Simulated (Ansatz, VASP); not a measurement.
# Si5Br2: VASP beside Ansatz

```
Si Br
1.0
     3.54731    0.00000    0.00000
     0.00000    3.54731    0.00000
     0.00000    0.00000   12.50377
Si Br
5 2
Cartesian
  0.0000 1.7737 0.0000
  1.7737 0.0000 0.0000
  0.0000 0.0000 1.8919
  0.0000 0.0000 10.6118
  1.7737 1.7737 6.2519
  1.7737 1.7737 8.8653
  1.7737 1.7737 3.6385
```

Alike in both runs: functional PBE; k mesh 10 × 10 × 4; occupations gaussian, width 0.1 eV; no spin polarisation.

Ansatz relaxed the structure, and its values are those at the end. VASP's run is a single point on that final structure, the one shown.

```csv
,VASP,Ansatz
version,VASP 6.6.1,Ansatz 0.2.0
potentials or method,"VASP PAW PBE potentials, release 64 (Si, Br), cutoff 520 eV","scalar-relativistic, plane waves, PAW"
valence electrons in the cell,34,34
```

```csv
,VASP,Ansatz,Ansatz less VASP
gap on the k mesh at the Fermi level (eV),none,none,-
pressure (GPa),0.0,0.0,+0.01
rms of the force components (eV/Å),0.004,0.002,-0.0018
```

A gap of «none» marks a metal or a gap that the smearing closes.
